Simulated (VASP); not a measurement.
Set up this calculation in VASP 6.6.1, as the native input.

```yaml
Task: single point
Functional: PBEsol
Potentials_or_basis: VASP PAW PBE potentials, release 64 (Ta_pv, Si)
Cutoff: 520 eV
k_mesh: 6 × 6 × 1
Occupations: gaussian, width 0.1 eV
Spin: no spin polarisation
Dipole_correction: yes
Further_INCAR_settings: ALGO = Normal; EDIFF = 1e-06; NBANDS = 56
```

The structure of Ta8Si lies in POSCAR:

```
Ta8Si
1.0
    4.6393552032      0.0000000000      0.0000000000
   -2.3196776016      4.0177994631      0.0000000000
    0.0000000000      0.0000000000     25.6290309069
Ta Si
8 1
Direct
    0.6666666667      0.3333333333      0.3316551465
    0.3333333333      0.6666666667      0.3686056039
    0.0000000000      0.0000000000      0.4055560613
    0.6666666667      0.3333333333      0.4425065188
    0.3333333333      0.6666666667      0.4778575829
    0.0000000000      0.0000000000      0.5176000418
    0.6666666667      0.3333333333      0.5504320423
    0.3333333333      0.6666666667      0.5860798080
    0.6666666667      0.3333333333      0.6439985796
```

These files were run (other wordings do the same):

INCAR

```
SYSTEM = Ta8Si
PREC = Accurate
ENCUT = 520
EDIFF = 1E-6
ISMEAR = 0
SIGMA = 0.1
LREAL = .FALSE.
LASPH = .TRUE.
NELM = 80
ALGO = Normal
ISIF = 2
LWAVE = .FALSE.
LCHARG = .TRUE.
LDIPOL = .TRUE.
IDIPOL = 3
DIPOL = 0.5 0.5 0.480
GGA = PS
LELF = .TRUE.
LVHAR = .TRUE.
LVACPOTAV = .TRUE.
NBANDS = 56
```

KPOINTS

```
Automatic mesh
0
G
  6 6 1
  0 0 0
```

Potentials or basis: VASP PAW PBE potentials, release 64 (Ta_pv, Si).

Run with:

```bash
$ cat potpaw_PBE.64/Ta_pv/POTCAR potpaw_PBE.64/Si/POTCAR > POTCAR
$ mpirun -np 1 vasp_std > vasp.out
```

Results of the run:

- Largest force: 2.118 eV/Å
- Band gap on the k mesh: zero (bands 46 and 47 overlap by 0.18 eV)

Caveat: the PAW data sets were made with another functional, which shifts forces and pressure a little; spin-orbit coupling is left out, which moves the levels of the heavy elements.

It took 10 min on 1 thread of Intel(R) Xeon(R) Platinum 8488C (Sapphire Rapids) (shared host), peak memory 0.6 GiB.
